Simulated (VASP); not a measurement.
BeS (CsCl type), 2 atoms in the cell. It takes space group Pm-3m (No. 221, cubic). The conventional cell has a = 2.870 Å, b = 2.870 Å, c = 2.870 Å, α = 90.00°, β = 90.00°, γ = 90.00°. Within 3.3 Å of Be (site symmetry m-3m) lie 8 S at 2.49 Å and 6 Be at 2.87 Å. S (site symmetry m-3m) has 8 Be at 2.49 Å and 6 S at 2.87 Å within 3.3 Å. 

- Program: VASP 6.6.1
- Task: relaxation of cell and atoms
- Functional: PBE
- Potentials or basis: VASP PAW PBE potentials, release 64 (Be, S)
- Cutoff: 600 eV
- k mesh: 14 × 14 × 14
- Occupations: fermi-dirac, width 0.08 eV
- Spin: no spin polarisation
- Target pressure: -2.9 GPa
- Dipole correction: no
- Further INCAR settings: ALGO = Normal; EDIFF = 1e-06; IBRION = 2; EDIFFG = -0.005; NSW = 60; ISIF = 3

Potentials or basis: VASP PAW PBE potentials, release 64 (Be, S).

Launch:

```sh
$ cat potpaw_PBE.64/Be/POTCAR potpaw_PBE.64/S/POTCAR > POTCAR
$ mpirun -np 1 vasp_std > vasp.out
```

Hardware: 1 thread of Intel Xeon 8259CL (shared host).

Task: How long does it take, and how much memory?

Result: It took 40 s on 1 thread of Intel Xeon 8259CL, with other jobs on the host, peak memory 0.16 GiB. Counts: scf iterations 24, k points 120, ion steps 3.
